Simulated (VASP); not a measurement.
Here is a VASP 6.6.1 calculation.

File INCAR:

```
SYSTEM = ZnSnP2
PREC = Accurate
ENCUT = 500
EDIFF = 1E-6
ISMEAR = 0
SIGMA = 0.01
LREAL = .False.
LASPH = .True.
NELM = 120
ALGO = Normal
ISIF = 2
LWAVE = .False.
LCHARG = .False.
GGA = PE
NBANDS = 46
GGA_COMPAT = .False.
```

Contents of KPOINTS:

```
Automatic mesh
0
Gamma
  4 4 4
  0 0 0
```

File POSCAR:

```
ZnSnP2
1.0
   -2.8252061622      2.8252061622      5.6635792276
    2.8252061622     -2.8252061622      5.6635792276
    2.8252061622      2.8252061622     -5.6635792276
Zn P Sn
2 4 2
Direct
    0.0000000000      0.0000000000      0.0000000000
    0.7500000000      0.2500000000      0.5000000000
    0.3750000000      0.3532621860      0.4782621860
    0.1032621860      0.6250000000     -0.0217378140
    0.8750000000      0.8967378140      0.5217378140
    0.6467378140      0.1250000000      0.0217378140
    0.5000000000      0.5000000000      0.0000000000
    0.2500000000      0.7500000000      0.5000000000
```

Potentials or basis: VASP PAW PBE potentials, release 64 (Zn, P, Sn_d).

Run with:

```console
$ cat potpaw_PBE.64/Zn/POTCAR potpaw_PBE.64/P/POTCAR potpaw_PBE.64/Sn_d/POTCAR > POTCAR
$ mpirun -np 1 vasp_std > vasp.out
```

**Question.** What does it give for the largest force?

**Answer.** 0.058 eV/Å.

**Question.** Estimate the band gap on the k mesh.

**Answer.** 0.84 eV.

**Question.** What does it give for the pressure?

**Answer.** 2.0 GPa.

Forces in eV/Å, atoms in the order of the input:
```
Zn   0.000  0.000  0.000
Zn   0.000  0.000  0.000
P   -0.058  0.000  0.000
P    0.000 -0.058  0.000
P    0.058  0.000  0.000
P    0.000  0.058  0.000
Sn   0.000  0.000  0.000
Sn   0.000  0.000  0.000
```

Caveat: spin-orbit coupling is left out, which moves the levels of the heavy elements. A k mesh can miss the band edges.
